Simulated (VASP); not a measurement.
Runs of VASP 6.6.1 on HgTe. The structure is cubic, space group Pm-3m (No. 221). The conventional cell has a = 3.790 Å, b = 3.790 Å, c = 3.790 Å, α = 90.00°, β = 90.00°, γ = 90.00°. Hg (site symmetry m-3m) has 8 Te at 3.28 Å and 6 Hg at 3.79 Å within 4.3 Å. Within 4.3 Å of Te (site symmetry m-3m) lie 8 Hg at 3.28 Å and 6 Te at 3.79 Å. 

```tsv
level	potentials or basis	spin	k mesh	cutoff (eV)	gap on the mesh (eV)	pressure (GPa)
r2SCAN	VASP PAW PBE potentials, release 64 (Hg, Te)	off	6 × 6 × 6	550	none	0.1
PBEsol	VASP PAW PBE potentials, release 64 (Hg, Te)	off	6 × 6 × 6	500	none	-2.9
PBE	VASP PAW PBE potentials, release 64 (Hg, Te)	non-collinear, zero start, SOC	4 × 4 × 4	500	-	0.9
PBE	VASP PAW PBE potentials, release 64 (Hg, Te)	off	6 × 6 × 6	500	none	(a)
LDA	VASP PAW LDA potentials, release 64 (Hg, Te)	off	4 × 4 × 4	500	none	-4.3
PBEsol	VASP PAW PBE potentials, release 64 (Hg, Te)	off	4 × 4 × 4	500	none	(b)
```

Alike in all rows: task single point; cell as given; smearing fermi-dirac 0.02 eV.

Problem. Fill in the values left out.

Solution. (a) 0.7; (b) -2.8.

Caveats: some runs use coarse meshes; spin-orbit coupling is left out, which moves the levels of the heavy elements (at least some runs); the PAW data sets were made with another functional, which shifts forces and pressure a little (at least some runs).

A k mesh can miss the band edges, and rows without SOC leave out spin-orbit coupling on Hg, Te.

A gap of «none» marks levels without a gap at the run's occupations.
